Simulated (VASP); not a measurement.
# Gd: single point with PBE

The system is Gd.

```xyz
1
Lattice="-1.7180 1.7180 1.7180 1.7180 -1.7180 1.7180 1.7180 1.7180 -1.7180" Properties=species:S:1:pos:R:3 pbc="T T T"
Gd    0.0000    0.0000    0.0000
```

This isn't the form of Gd at room conditions, which is hcp.

```json
{
 "Program": "VASP 6.6.1",
 "Task": "single point",
 "Functional": "PBE",
 "Potentials or basis": "VASP PAW PBE potentials, release 64 (Gd)",
 "Cutoff": "520 eV",
 "k mesh": "16 × 16 × 16",
 "Occupations": "fermi-dirac, width 0.05 eV",
 "Spin": "collinear spin, ferromagnetic start",
 "Starting moments": "[7.0] μB",
 "Dipole correction": "no",
 "Further INCAR settings": "ALGO = Normal; EDIFF = 1e-06; NBANDS = 19"
}
```

* Pressure: 36.5 GPa
* Net moment: 7.48 μB per cell
* Site moments: Gd +7.00 μB
* Valence electrons inside the program's atomic spheres: Gd 15.57

Levels at points of the mesh, in eV from the Fermi level:
Spin up:
| k point | band 11 | band 12 | band 13 | band 14 | band 15 | band 16 |
| --- | --- | --- | --- | --- | --- | --- |
| (0.00, 0.00, 0.00) | -3.90 | -3.78 | 1.61 | 1.61 | 1.61 | 5.18 |
| (0.50, 0.00, 0.00) | -3.85 | -3.54 | -1.13 | 4.50 | 5.50 | 6.66 |
| (0.50, 0.50, 0.50) | -3.86 | -3.83 | -3.83 | 9.09 | 9.09 | 9.09 |
Spin down:
```csv
k point,band 1,band 2,band 3,band 4,band 5,band 6,band 7,band 8,band 9,band 10
"(0.00, 0.00, 0.00)",-41.74,-18.34,-18.34,-18.34,-3.99,0.71,0.71,0.71,1.55,1.55
"(0.50, 0.00, 0.00)",-41.17,-21.60,-19.32,-18.43,-2.48,0.12,0.75,0.96,1.15,1.40
"(0.50, 0.50, 0.50)",-40.79,-20.46,-20.46,-20.46,-3.01,-3.01,0.90,1.16,1.16,1.16
```

Run time: 4.5 min on 1 thread of Intel Xeon 8259CL, on a shared host, peak memory 0.23 GiB.

Caveat: the cell stands under pressure; spin-orbit coupling is left out, which moves the levels of the heavy elements; semilocal functionals describe open f shells poorly, which spoils levels, moments and volumes. The state reached can hang on the start; a lower one may exist.
